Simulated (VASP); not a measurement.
# CdTe (F-43m) in VASP: a series of runs, part 2 of 3

VASP 6.6.1. Earlier steps stand in the parts before.

### Step 3. Single point, PBE

INCAR reads:

```
PREC = Accurate ; ENCUT = 520
EDIFF = 1E-6 ; ISMEAR = 0
SIGMA = 0.02 ; LREAL = False
LASPH = True ; NELM = 100
ALGO = Normal ; ISIF = 2
LWAVE = False ; LCHARG = False
GGA = PE ; NBANDS = 16
```

KPOINTS reads:

```
Automatic mesh
0
Gamma
  10 10 10
```

POSCAR reads:

```
CdTe
1.0
    0.0000000000      2.8776554463      2.8776554463
    2.8776554463      0.0000000000      2.8776554463
    2.8776554463      2.8776554463      0.0000000000
Cd Te
1 1
Direct
    0.0000000000      0.0000000000      0.0000000000
    0.2500000000      0.2500000000      0.2500000000
```

Potentials or basis: VASP PAW PBE potentials, release 64 (Cd, Te).

Started as:

```
cat potpaw_PBE.64/Cd/POTCAR potpaw_PBE.64/Te/POTCAR > POTCAR
mpirun -np 1 vasp_std > vasp.out
```

OUTCAR:

```text
PREC = Accurate
   ENCUT = 520
   EDIFF = 1E-6
   ISMEAR = 0
   LREAL = False
   LASPH = True
   NELM = 100
   ISIF = 2
   GGA = PE

 ion  position               nearest neighbor table
   1  0.000  0.000  0.000-   2 2.49   2 2.49   2 2.49   2 2.49
   2  0.250  0.250  0.250-   1 2.49   1 2.49   1 2.49   1 2.49

  LATTYP: Found a face centered cubic cell.
 ALAT       =     5.7553108926

  Lattice vectors:

 A1 = (   0.0000000000,   2.8776554463,   2.8776554463)
 A2 = (   2.8776554463,   0.0000000000,   2.8776554463)
 A3 = (   2.8776554463,   2.8776554463,   0.0000000000)

Analysis of symmetry for initial positions (statically):
=====================================================================
 Subroutine PRICEL returns:
 Original cell was already a primitive cell.

 Routine SETGRP: Setting up the symmetry group for a
 face centered cubic supercell.

 Subroutine GETGRP returns: Found 24 space group operations
 (whereof 24 operations were pure point group operations)
 out of a pool of 48 trial point group operations.

The static configuration has the point symmetry T_d .

Analysis of symmetry for dynamics (positions and initial velocities):
=====================================================================
 Subroutine PRICEL returns:
 Original cell was already a primitive cell.

 Routine SETGRP: Setting up the symmetry group for a
 face centered cubic supercell.

 Subroutine GETGRP returns: Found 24 space group operations
 (whereof 24 operations were pure point group operations)
 out of a pool of 48 trial point group operations.

The dynamic configuration has the point symmetry T_d .

 Subroutine INISYM returns: Found 24 space group operations
 (whereof 24 operations are pure point group operations),
 and found     1 'primitive' translations

----------------------------------------------------------------------------------------

                                     Primitive cell
[... 109 lines left out ...]
   IMIX   =      4    mixing-type and parameters
     AMIX     =   0.40;   BMIX     =  1.00
     AMIX_MAG =   1.60;   BMIX_MAG =  1.00
  volume/ion in A,a.u.               =      23.83       160.81
  Fermi-wavevector in a.u.,A,eV,Ry     =   1.183360  2.236226 19.052794  1.400341
  Thomas-Fermi vector in A             =   2.319596
   LORBIT       =      0    0 simple, 1 ext, 2 COOP (PROOUT), +10 PAW based schemes
   GGA     = PE    functional components
   LHFCALC =     F    Hartree Fock is set to
   AEXX    =    0.0000 exact exchange contribution
   IVDW    =     0    specifies the selected vdW correction
   LEPSILON=     F    determine dielectric tensor
   LRPA    =     F    only Hartree local field effects (RPA)
 non-spin polarized calculation
 Gauss-broadening in eV      SIGMA  =   0.02
  energy-cutoff  :      520.00
  volume of cell :       47.66
 maximum number of plane-waves:      1307
   NGX = 15   NGY = 15   NGZ = 15

 number of electron      18.0000008 magnetization

 Free energy of the ion-electron system (eV)
  ---------------------------------------------------
  ext. energy  EPLUGINS =         0.00000000
  ---------------------------------------------------
  free energy    TOTEN  =        -2.69973152 eV

  energy without entropy =       -2.69973152  energy(sigma->0) =       -2.69973152

 E-fermi :   6.6135     XC(G=0): -10.2698

 val. band max:        6.4693640490   @ k =   0.0000   0.0000   0.0000
 cond. band min:       8.0268754108   @ k =   0.5000   0.5000   0.0000
 fundamental gap:      1.5575113618
 Fermi energy:         6.6135139438

 k-point     1 :       0.0000    0.0000    0.0000
  band No.  band energies     occupation
      1      -7.5163      2.00000
      2      -3.8602      2.00000
      3      -3.8602      2.00000
      4      -3.8602      2.00000
      5      -3.2396      2.00000
      6      -3.2396      2.00000
[... 433 lines left out ...]
      3      -3.5508      2.00000
      4      -3.5095      2.00000
      5      -3.1898      2.00000
      6      -2.8720      2.00000
[... 8 lines left out ...]
     15      17.6477      0.00000
     16      19.0886      0.00000

 [... further k-points ...]

------------------------ aborting loop because EDIFF is reached ----------------------------------------

  FORCE on cell =-STRESS in cart. coord.  units (eV):
  Direction    XX          YY          ZZ          XY          YZ          ZX
  --------------------------------------------------------------------------------------
  -------------------------------------------------------------------------------------
  Total       12.0525268     12.0525268     12.0525268      0.0000000     -0.0000000     -0.0000000
  in kB      405.1746951    405.1746951    405.1746951      0.0000000     -0.0000000     -0.0000000
  external PRESSURE =     405.1746951 kB  Pullay stress =       0.0000000 kB

 VOLUME and BASIS-vectors are now :
 -----------------------------------------------------------------------------
  energy-cutoff  :      520.00
  volume of cell :       47.66
      direct lattice vectors                 reciprocal lattice vectors
     0.000000000  2.877655446  2.877655446    -0.173752560  0.173752560  0.173752560
     2.877655446  0.000000000  2.877655446     0.173752560 -0.173752560  0.173752560
     2.877655446  2.877655446  0.000000000     0.173752560  0.173752560 -0.173752560

 POSITION                                       TOTAL-FORCE (eV/Angst)
 -----------------------------------------------------------------------------------
      0.00000      0.00000      0.00000        -0.000000     -0.000000     -0.000000
      1.43883      1.43883      1.43883         0.000000      0.000000      0.000000
 -----------------------------------------------------------------------------------
    total drift:                               -0.000000     -0.000000     -0.000000

  FREE ENERGIE OF THE ION-ELECTRON SYSTEM (eV)
  ---------------------------------------------------
  free  energy   TOTEN  =        -2.6997315179 eV

  energy  without entropy=       -2.6997315179  energy(sigma->0) =       -2.69973152
```

OSZICAR:

```text
N       E                     dE             d eps       ncg     rms          rms(c)
DAV:   1     0.108105801387E+03    0.10811E+03   -0.90229E+03  1560   0.103E+03
DAV:   2     0.315987245644E+00   -0.10779E+03   -0.10225E+03  1768   0.252E+02
DAV:   3    -0.295974911508E+01   -0.32757E+01   -0.32709E+01  1912   0.457E+01
DAV:   4    -0.298489693319E+01   -0.25148E-01   -0.25147E-01  2056   0.369E+00
DAV:   5    -0.298512372165E+01   -0.22679E-03   -0.22679E-03  1992   0.273E-01    0.124E+01
DAV:   6    -0.272872608737E+01    0.25640E+00   -0.41486E-01  1872   0.103E+01    0.891E+00
DAV:   7    -0.270052944312E+01    0.28197E-01   -0.18824E-01  1816   0.322E+00    0.217E+00
DAV:   8    -0.269969481955E+01    0.83462E-03   -0.21149E-02  1680   0.194E+00    0.805E-01
DAV:   9    -0.269966090792E+01    0.33912E-04   -0.17361E-03  1848   0.374E-01    0.229E-01
DAV:  10    -0.269971603034E+01   -0.55122E-04   -0.12656E-04  1904   0.934E-02    0.699E-02
DAV:  11    -0.269972874482E+01   -0.12714E-04   -0.31797E-05  1736   0.515E-02    0.135E-02
DAV:  12    -0.269973127493E+01   -0.25301E-05   -0.36114E-06  1792   0.195E-02    0.490E-03
DAV:  13    -0.269973151788E+01   -0.24295E-06   -0.86087E-07  1408   0.721E-03
   1 F= -.26997315E+01 E0= -.26997315E+01  d E =-.930783E-27
```

stdout:

```text
POSCAR found type information on POSCAR CdTe
 POSCAR found :  2 types and       2 ions
 scaLAPACK will be used
 LDA part: xc-table for (Slater+PW92), standard interpolation
 POSCAR, INCAR and KPOINTS ok, starting setup
 FFT: planning ... GRIDC
 FFT: planning ... GRID_SOFT
 FFT: planning ... GRID
 WAVECAR not read
 entering main loop
```

Wall time 15 s (1 thread of Intel Xeon 6975P-C (Granite Rapids), shared host); peak memory 0.18 GiB.

What came out:

```
Free energy            : -2.6997 eV
Pressure               : 40.5 GPa
Band gap on the k mesh : 1.56 eV, indirect (least direct gap 1.87 eV)
```

Levels at points of the mesh, in eV from the valence-band top:
```
           k point  band 5  band 6  band 7  band 8  band 9  band 10  band 11  band 12  band 13  band 14
(0.00, 0.00, 0.00)   -9.71   -9.71    0.00    0.00    0.00     1.87     4.08     4.08     4.08     7.69
(0.50, 0.00, 0.00)   -9.69   -8.97   -7.07   -1.50   -1.50     2.06     4.78     4.78     6.63    10.32
(0.50, 0.50, 0.00)   -9.64   -8.68   -6.43   -3.49   -3.49     1.56     2.12    10.90    10.90    11.16
```

Caveat: spin-orbit coupling is left out, which moves the levels of the heavy elements. As with any semilocal functional, this PBE gap is likely too small.

### Step 4. Single point, PBE

This run uses another cell than the first one, of 27.19 Å³/atom, 1.141 times its volume.

INCAR reads:

```
SYSTEM = CdTe
PREC     = Accurate       ! precision mode
ENCUT    = 520            ! plane-wave cutoff, eV
EDIFF    = 1E-7           ! SCF threshold, eV
ISMEAR   = 0              ! smearing method
SIGMA    = 0.02           ! smearing width, eV
LREAL    = .False.        ! projectors in reciprocal space
LASPH    = .True.         ! aspherical terms in the spheres
NELM     = 100            ! most SCF steps
ALGO     = Normal         ! electronic algorithm
ISIF     = 2              ! what is computed and relaxed
LWAVE    = .False.        ! write WAVECAR
LCHARG   = .True.         ! write CHGCAR
GGA      = PE             ! functional
LELF     = .True.         ! ELF
LVHAR    = .True.       
NBANDS   = 16             ! bands
```

KPOINTS reads:

```
Automatic mesh
0
Gamma
  10 10 10
  0 0 0
```

POSCAR reads:

```
CdTe
1.0
    0.0000000000      3.0070365850      3.0070365850
    3.0070365850      0.0000000000      3.0070365850
    3.0070365850      3.0070365850      0.0000000000
Cd Te
1 1
Direct
    0.0000000000      0.0000000000      0.0000000000
    0.2500000000      0.2500000000      0.2500000000
```

Potentials or basis: VASP PAW PBE potentials, release 64 (Cd, Te).

Started as:

```
cat potpaw_PBE.64/Cd/POTCAR potpaw_PBE.64/Te/POTCAR > POTCAR
mpirun -np 1 vasp_std > vasp.out
```

OUTCAR:

```text
SYSTEM = CdTe
   PREC = Accurate
   ENCUT = 520
   EDIFF = 1E-7
   ISMEAR = 0
   LREAL = .False.
   LASPH = .True.
   NELM = 100
   ISIF = 2
   GGA = PE

 ion  position               nearest neighbor table
   1  0.000  0.000  0.000-   2 2.60   2 2.60   2 2.60   2 2.60
   2  0.250  0.250  0.250-   1 2.60   1 2.60   1 2.60   1 2.60

  LATTYP: Found a face centered cubic cell.
 ALAT       =     6.0140731700

  Lattice vectors:

 A1 = (   0.0000000000,   3.0070365850,   3.0070365850)
[... 641 lines left out ...]

------------------------ aborting loop because EDIFF is reached ----------------------------------------

  FORCE on cell =-STRESS in cart. coord.  units (eV):
  Direction    XX          YY          ZZ          XY          YZ          ZX
  --------------------------------------------------------------------------------------
  -------------------------------------------------------------------------------------
  Total        6.9026160      6.9026160      6.9026160      0.0000000      0.0000000     -0.0000000
  in kB      203.3659146    203.3659146    203.3659146      0.0000000      0.0000000     -0.0000000
  external PRESSURE =     203.3659146 kB  Pullay stress =       0.0000000 kB

 VOLUME and BASIS-vectors are now :
 -----------------------------------------------------------------------------
  energy-cutoff  :      520.00
  volume of cell :       54.38
      direct lattice vectors                 reciprocal lattice vectors
     0.000000000  3.007036585  3.007036585    -0.166276660  0.166276660  0.166276660
     3.007036585  0.000000000  3.007036585     0.166276660 -0.166276660  0.166276660
     3.007036585  3.007036585  0.000000000     0.166276660  0.166276660 -0.166276660

 POSITION                                       TOTAL-FORCE (eV/Angst)
 -----------------------------------------------------------------------------------
      0.00000      0.00000      0.00000        -0.000000     -0.000000     -0.000000
      1.50352      1.50352      1.50352         0.000000      0.000000      0.000000
 -----------------------------------------------------------------------------------
    total drift:                               -0.000000     -0.000000     -0.000000

  FREE ENERGIE OF THE ION-ELECTRON SYSTEM (eV)
  ---------------------------------------------------
  free  energy   TOTEN  =        -3.9329917406 eV

  energy  without entropy=       -3.9329917406  energy(sigma->0) =       -3.93299174
```

OSZICAR:

```text
N       E                     dE             d eps       ncg     rms          rms(c)
DAV:   1     0.107244935376E+03    0.10724E+03   -0.86690E+03  1520   0.101E+03
DAV:   2    -0.760971244556E+00   -0.10801E+03   -0.10316E+03  1856   0.248E+02
DAV:   3    -0.415042952119E+01   -0.33895E+01   -0.33854E+01  1848   0.463E+01
DAV:   4    -0.417735507326E+01   -0.26926E-01   -0.26925E-01  2232   0.369E+00
DAV:   5    -0.417749449038E+01   -0.13942E-03   -0.13942E-03  1944   0.201E-01    0.921E+00
DAV:   6    -0.395307393885E+01    0.22442E+00   -0.38257E-01  1864   0.904E+00    0.689E+00
DAV:   7    -0.393269727110E+01    0.20377E-01   -0.14909E-01  1784   0.272E+00    0.205E+00
DAV:   8    -0.393277160852E+01   -0.74337E-04   -0.16566E-02  1680   0.162E+00    0.642E-01
DAV:   9    -0.393291026836E+01   -0.13866E-03   -0.12216E-03  1856   0.373E-01    0.184E-01
DAV:  10    -0.393296865497E+01   -0.58387E-04   -0.11991E-04  1856   0.967E-02    0.588E-02
DAV:  11    -0.393298988884E+01   -0.21234E-04   -0.40494E-05  1728   0.563E-02    0.131E-02
DAV:  12    -0.393299126696E+01   -0.13781E-05   -0.41067E-06  1816   0.237E-02    0.546E-03
DAV:  13    -0.393299175076E+01   -0.48380E-06   -0.13744E-06  1680   0.717E-03    0.295E-03
DAV:  14    -0.393299174064E+01    0.10126E-07   -0.12747E-07  1784   0.301E-03
   1 F= -.39329917E+01 E0= -.39329917E+01  d E =-.163216E-15
```

stdout:

```text
POSCAR found type information on POSCAR CdTe
 POSCAR found :  2 types and       2 ions
 scaLAPACK will be used
 LDA part: xc-table for (Slater+PW92), standard interpolation
 POSCAR, INCAR and KPOINTS ok, starting setup
 FFT: planning ... GRIDC
 FFT: planning ... GRID_SOFT
 FFT: planning ... GRID
 WAVECAR not read
 entering main loop
```

It took 14 s on 1 thread of Intel Xeon 6975P-C (Granite Rapids), shared host; peak memory 0.2 GiB.

What came out:

```
Free energy            : -3.9330 eV
Pressure               : 20.3 GPa
Band gap on the k mesh : 1.48 eV, direct
```

Caveat: spin-orbit coupling is left out, which moves the levels of the heavy elements.

[end of part 2 of 3]
